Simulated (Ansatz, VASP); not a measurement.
## One calculation of MgBCl5, two programs

```
Mg B Cl
1.0
     4.60070    0.00000    0.00000
     0.00000    4.60070    0.00000
     0.00000    0.00000    7.00408
Mg B Cl
1 1 5
Direct
  0.00000 0.00000 0.00000
  0.50000 0.50000 0.50000
  0.50000 0.00000 0.79591
  0.50000 0.00000 0.20409
  0.00000 0.50000 0.79591
  0.00000 0.50000 0.20409
  0.00000 0.00000 0.50000
```

Change from the starting cell: species swapped into the BaYF5 type (P4/mmm, No. 123).

Alike in both runs: functional PBE; k mesh 8 × 8 × 6; occupations gaussian, width 0.1 eV; no spin polarisation.

Ansatz relaxed the structure, and its values are those at the end. VASP's run is a single point on that final structure, the one shown.

|  | VASP | Ansatz |
| --- | --- | --- |
| version | VASP 6.6.1 | Ansatz 0.2.0 |
| potentials or method | VASP PAW PBE potentials, release 64 (Mg, B, Cl), cutoff 520 eV | scalar-relativistic, plane waves, PAW |
| valence electrons in the cell | 40 | 48 |

VASP gave:

| Property | Result |
| --- | --- |
| gap on the k mesh at the Fermi level (eV) | none |
| pressure (GPa) | -0.2 |
| rms of the force components (eV/Å) | 0.005 |

**Question.** What did Ansatz give for the same quantities?

**Answer.** gap on the k mesh at the Fermi level (eV): none; pressure (GPa): 0.0; rms of the force components (eV/Å): 0.000.

A gap of «none» marks a metal or a gap that the smearing closes. VASP's potentials hold 40 valence electrons a cell and Ansatz's 48, so a difference there can come from the potentials and not from the codes.
